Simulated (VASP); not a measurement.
# As8Pb (P-3m1) in VASP: a series of runs, part 2 of 2

VASP 6.6.1. The steps go on from the part before.

### 4 Relaxation of cell and atoms, PBE+D3(BJ)

Contents of INCAR:

```
SYSTEM = As8Pb
PREC = Accurate ; ENCUT = 600
EDIFF = 1E-7 ; ISMEAR = 0
SIGMA = 0.1 ; LREAL = .FALSE.
LASPH = .TRUE. ; NELM = 80
ALGO = Normal ; ISIF = 3
LWAVE = .FALSE. ; LCHARG = .FALSE.
GGA = PE ; IVDW = 12
IBRION = 2 ; NSW = 90
EDIFFG = -0.04
```

Contents of KPOINTS:

```
regular mesh
0
G
  3 3 4
  0 0 0
```

Contents of POSCAR:

```
As8Pb
1.0
    7.5189980600      0.0000000000      0.0000000000
   -3.7594990300      6.5116433300      0.0000000000
    0.0000000000      0.0000000000      4.6502556600
As Pb
8 1
Direct
    0.8333333300      0.6666666700      0.1368895500
    0.8333333300      0.1666666700      0.1368895500
    0.3333333300      0.6666666700      0.1368895500
    0.3333333300      0.1666666700      0.1368895500
    0.6666666700      0.8333333300      0.8631104500
    0.6666666700      0.3333333300      0.8631104500
    0.1666666700      0.8333333300      0.8631104500
    0.1666666700      0.3333333300      0.8631104500
    0.0000000000      0.0000000000      0.5000000000
```

Started as:

```sh
cat potpaw_PBE.64/As/POTCAR potpaw_PBE.64/Pb_d/POTCAR > POTCAR
mpirun -np 1 vasp_std > vasp.out
```

Run time: 9.6 min. Hardware: 1 thread of Intel Xeon 6975P-C (Granite Rapids), shared host; peak memory 0.43 GiB.

Results (log left out):

| Quantity | Value |
| --- | --- |
| Free energy | -42.6336 eV |
| Relaxed volume | 27.32 Å³/atom |
| Relaxed cell | a = 7.218 Å, b = 7.218 Å, c = 5.448 Å, α = 90.00°, β = 90.00°, γ = 120.00° |
| Space group after relaxing (to 0.1 Å) | P-3m1 (No. 164) |
| Energy gained by relaxing | 110.5 meV/atom |
| Ionic steps | 14 |
| Pressure after relaxing | -0.1 GPa |
| Largest force after relaxing | 0.011 eV/Å |
| Band gap on the k mesh | zero (bands 27 and 28 overlap by 1.12 eV) |
| Dispersion energy per atom | -0.337 eV |

Forces in eV/Å, atoms in the order of the input:
```
As   0.000 -0.001  0.002
As  -0.001  0.001  0.002
As   0.000  0.000  0.011
As   0.001  0.001  0.002
As  -0.001 -0.001 -0.002
As   0.000  0.000 -0.011
As   0.001 -0.001 -0.002
As   0.000  0.001 -0.002
Pb   0.000  0.000  0.000
```

The path:
```
step  energy change (eV)  largest force (eV/Å)  pressure (GPa)  volume (Å³)
   1              0.0000                0.8378            4.37       227.68
   2             -0.3610                0.7119           -2.09       251.14
   3             -0.3780                0.6392           -1.12       246.70
   4             -0.5929                0.3302           -0.65       246.43
   5             -0.7694                0.7900            0.54       245.55
   6             -0.7738                0.9265            0.85       245.28
   7             -0.9196                0.4783           -0.43       249.39
   8             -0.9557                0.2553           -1.21       252.26
   9             -0.9801                0.0682            0.03       246.74
  10             -0.9840                0.0832           -0.32       248.19
  11             -0.9893                0.1008           -0.06       247.00
  12             -0.9904                0.1250            0.11       246.26
  13             -0.9942                0.0483           -0.03       246.00
  14             -0.9948                0.0108           -0.10       245.85
```

Final structure:
```yaml
crystal:
  lattice:
    - [7.21827, 0.00000, 0.00000]
    - [-3.60914, 6.25121, 0.00000]
    - [0.00000, 0.00000, 5.44844]
  atoms:
    - { symbol: As, position: [0.82654, 0.65308, 0.11465] }
    - { symbol: As, position: [0.82654, 0.17346, 0.11465] }
    - { symbol: As, position: [0.33333, 0.66667, 0.17224] }
    - { symbol: As, position: [0.34692, 0.17346, 0.11465] }
    - { symbol: As, position: [0.65308, 0.82654, 0.88535] }
    - { symbol: As, position: [0.66667, 0.33333, 0.82776] }
    - { symbol: As, position: [0.17346, 0.82654, 0.88535] }
    - { symbol: As, position: [0.17346, 0.34692, 0.88535] }
    - { symbol: Pb, position: [0.00000, 0.00000, 0.50000] }
```

Levels at points of the mesh, in eV from the Fermi level:
```
           k point  band 24  band 25  band 26  band 27  band 28  band 29  band 30  band 31
(0.00, 0.00, 0.00)    -1.95    -1.08    -1.08    -0.58    -0.58     0.00     0.49     0.49
(0.00, 0.00, 0.50)    -1.58    -1.08    -1.08     0.17     0.29     0.29     0.77     1.83
```

Caveat: a cell axis changed by over 15 % at a fixed basis, so the end point is rough; spin-orbit coupling is left out, which moves the levels of the heavy elements.

### 5 Single point, PBE+D3(BJ)

This run uses another cell than the first one, of 26.57 Å³/atom.

Contents of INCAR:

```
SYSTEM = As8Pb
ALGO = Normal ; EDIFF = 1E-6
ENCUT = 520 ; GGA = PE
ISIF = 2 ; ISMEAR = 0
IVDW = 12 ; LASPH = .TRUE.
LCHARG = .FALSE. ; LREAL = .FALSE.
LWAVE = .FALSE. ; NBANDS = 37
NELM = 100 ; PREC = Accurate
SIGMA = 0.1
```

Contents of KPOINTS:

```
k-points
0
G
  6 6 8
  0 0 0
```

Contents of POSCAR:

```
As8Pb
1.0
    7.1770647227      0.0000000000      0.0000000000
   -3.5885323613      6.2155203745      0.0000000000
    0.0000000000      0.0000000000      5.3607946042
As Pb
8 1
Direct
    0.8250514292      0.6501028584      0.1152332531
    0.8250514292      0.1749485708      0.1152332531
    0.3333333333      0.6666666667      0.1846581572
    0.3498971416      0.1749485708      0.1152332531
    0.6501028584      0.8250514292      0.8847667469
    0.6666666667      0.3333333333      0.8153418428
    0.1749485708      0.8250514292      0.8847667469
    0.1749485708      0.3498971416      0.8847667469
    0.0000000000      0.0000000000      0.5000000000
```

Started as:

```sh
cat potpaw_PBE.64/As/POTCAR potpaw_PBE.64/Pb_d/POTCAR > POTCAR
mpirun -np 1 vasp_std > vasp.out
```

Wall time 3.3 min (1 thread of Intel Xeon 6975P-C (Granite Rapids), shared host); peak memory 0.54 GiB.

It converged, with:

```
Free energy                : -42.6597 eV
Pressure                   : 0.2 GPa
Largest force              : 0.064 eV/Å
Band gap on the k mesh     : zero (bands 27 and 28 overlap by 1.19 eV)
Dispersion energy per atom : -0.347 eV
```

Forces in eV/Å, atoms in the order of the input:
```
As   0.000 -0.010  0.063
As  -0.009  0.005  0.063
As   0.000  0.000  0.056
As   0.009  0.005  0.063
As  -0.009 -0.005 -0.063
As   0.000  0.000 -0.056
As   0.009 -0.005 -0.063
As   0.000  0.010 -0.063
Pb   0.000  0.000  0.000
```

Levels at points of the mesh, in eV from the Fermi level:
| k point | band 25 | band 26 | band 27 | band 28 | band 29 | band 30 |
| --- | --- | --- | --- | --- | --- | --- |
| (0.00, 0.00, 0.00) | -1.01 | -1.01 | -0.63 | -0.63 | -0.17 | 0.45 |
| (0.50, 0.00, 0.00) | -1.98 | -1.12 | -0.22 | -0.12 | 0.69 | 0.83 |
| (0.00, 0.00, 0.50) | -1.01 | -1.01 | 0.21 | 0.33 | 0.33 | 0.83 |
| (0.50, 0.00, 0.50) | -1.52 | -1.47 | -0.25 | 0.30 | 0.84 | 1.24 |

Caveat: spin-orbit coupling is left out, which moves the levels of the heavy elements.

### 6 The runs side by side

| task | cell | k mesh | cutoff (eV) | gap on the mesh (eV) | pressure (GPa) | largest force (eV/Å) |
| --- | --- | --- | --- | --- | --- | --- |
| single point | a = 7.519, b = 7.519, c = 4.650 Å, angles 90.0, 90.0, 120.0°, 9 atoms, atomic positions A | 3 × 3 × 4 | 520 | none | 4.4 | 0.84 |
| single point | a = 7.199, b = 7.199, c = 5.240 Å, angles 90.0, 90.0, 120.0°, 9 atoms, atomic positions B | 3 × 3 × 4 | 520 | none | 0.4 | 0.10 |
| relaxation of cell and atoms | relaxed from a = 7.519, b = 7.519, c = 4.650 Å, angles 90.0, 90.0, 120.0°, 9 atoms, atomic positions A | 3 × 3 × 4 | 600 | none | -0.1 | 0.01 |
| single point | a = 7.177, b = 7.177, c = 5.361 Å, angles 90.0, 90.0, 120.0°, 9 atoms, atomic positions C | 6 × 6 × 8 | 520 | none | 0.2 | 0.06 |

Alike in all rows: level PBE+D3(BJ); potentials or basis VASP PAW PBE potentials, release 64 (As, Pb_d); no spin polarisation; smearing gaussian 0.1 eV.

Caveats: spin-orbit coupling is left out, which moves the levels of the heavy elements; the cell stands under pressure (at least some runs); a cell axis changed by over 15 % at a fixed basis, so the end point is rough (at least some runs).

Absolute energies hang on the potentials; compare differences alone.
